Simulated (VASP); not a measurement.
Crystal: GaP.

```xyz
2
Lattice="0.0000 2.7254 2.7254 2.7254 0.0000 2.7254 2.7254 2.7254 0.0000" Properties=species:S:1:pos:R:3 pbc="T T T"
Ga    0.0000    0.0000    0.0000
P     1.3627    1.3627    1.3627
```

Base run:

| Item | Value |
| --- | --- |
| Program | VASP 6.6.1 |
| Functional | r2SCAN |
| Potentials or basis | VASP PAW PBE potentials, release 64 (Ga_d, P) |
| Cutoff | 520 eV |
| k mesh | 6 × 6 × 6 |
| Occupations | gaussian, width 0.01 eV |
| Spin | no spin polarisation |

Its results: band gap on the k mesh 1.91 eV, indirect (least direct gap 2.34 eV); pressure 0.0 GPa.

Task: The run is repeated on the same cell with these changes: functional from r2SCAN to PBE. What comes out?

Result: Band gap on the k mesh 1.65 eV, indirect (least direct gap 1.82 eV); pressure 2.4 GPa.

r2SCAN gives the wider gap, since meta-GGAs in the generalised Kohn-Sham scheme recover part of the derivative discontinuity.

Caveats: the PAW data sets were made with another functional, which shifts forces and pressure a little (some runs).

A k mesh can miss the band edges.
